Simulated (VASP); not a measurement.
Input of a VASP 6.6.1 run:

POSCAR

```
RbBr
1.0
    4.1279266164      0.0000000000      0.0000000000
    0.0000000000      4.1279266164      0.0000000000
    0.0000000000      0.0000000000      4.1279266164
Rb Br
1 1
Direct
    0.0000000000      0.0000000000      0.0000000000
    0.5000000000      0.5000000000      0.5000000000
```

Contents of INCAR.step1:

```
SYSTEM = RbBr
ALGO = Normal
EDIFF = 1E-4
ENCUT = 520
GGA = PE
ISMEAR = 0
LASPH = .TRUE.
LCHARG = .FALSE.
LREAL = .FALSE.
LWAVE = .TRUE.
NBANDS = 15
NELM = 60
PREC = Accurate
SIGMA = 0.01
```

The input INCAR.step2:

```
SYSTEM = RbBr
ALGO = Normal
EDIFF = 1E-6
ENCUT = 520
ISIF = 2
ISMEAR = 0
ISTART = 1
LASPH = .TRUE.
LCHARG = .FALSE.
LMIXTAU = .TRUE.
LREAL = .FALSE.
LWAVE = .FALSE.
METAGGA = R2SCAN
NBANDS = 15
NELM = 60
PREC = Accurate
SIGMA = 0.01
```

File KPOINTS:

```
k-points
0
G
  4 4 4
  0 0 0
```

Potentials or basis: VASP PAW PBE potentials, release 64 (Rb_sv, Br).

Command:

```sh
$ cat potpaw_PBE.64/Rb_sv/POTCAR potpaw_PBE.64/Br/POTCAR > POTCAR
$ cp INCAR.step1 INCAR
$ mpirun -np 1 vasp_std > vasp.out
$ cp INCAR.step2 INCAR
$ mpirun -np 1 vasp_std > vasp.out
```

Task: Estimate the pressure.

Result: 0.0 GPa.

Task: Predict the band gap on the k mesh.

Result: 4.83 eV, indirect (least direct gap 4.98 eV).

Caveat: the PAW data sets were made with another functional, which shifts forces and pressure a little. A k mesh can miss the band edges.
